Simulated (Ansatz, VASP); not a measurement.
## Two plane-wave programs on Cd2Se3S

```xyz
6
Lattice="3.2320 1.8660 4.4229 -3.2320 1.8660 4.4229 0.0000 -3.7320 4.4229" Properties=species:S:1:pos:R:3 pbc="T T T"
Cd    0.0000    0.0000   10.8291
Cd    0.0000    0.0000    2.4394
Se    0.0000    1.8660    4.4229
Se   -1.6160   -0.9330    4.4229
Se    1.6160   -0.9330    4.4229
S     0.0000    0.0000    0.0000
```

Alike in both runs: functional PBE; k mesh 3 × 3 × 3; occupations gaussian, width 0.1 eV; no spin polarisation.

Ansatz relaxed the structure, and its values are those at the end. VASP's run is a single point on that final structure, the one shown.

|  | VASP | Ansatz |
| --- | --- | --- |
| version | VASP 6.6.1 | Ansatz 0.2.0 |
| potentials or method | VASP PAW PBE potentials, release 64 (Cd, Se, S), cutoff 520 eV | scalar-relativistic, plane waves, PAW |
| valence electrons in the cell | 48 | 94 |

```tsv
	VASP	Ansatz	Ansatz less VASP
gap on the k mesh at the Fermi level (eV)	none	none	-
pressure (GPa)	0.2	0.0	-0.24
rms of the force components (eV/Å)	0.004	0.003	-0.0010
```

A gap of «none» marks a metal or a gap that the smearing closes. VASP's potentials hold 48 valence electrons a cell and Ansatz's 94, so a difference there can come from the potentials and not from the codes.

The k mesh is coarse, so the values compare programs but aren't converged.
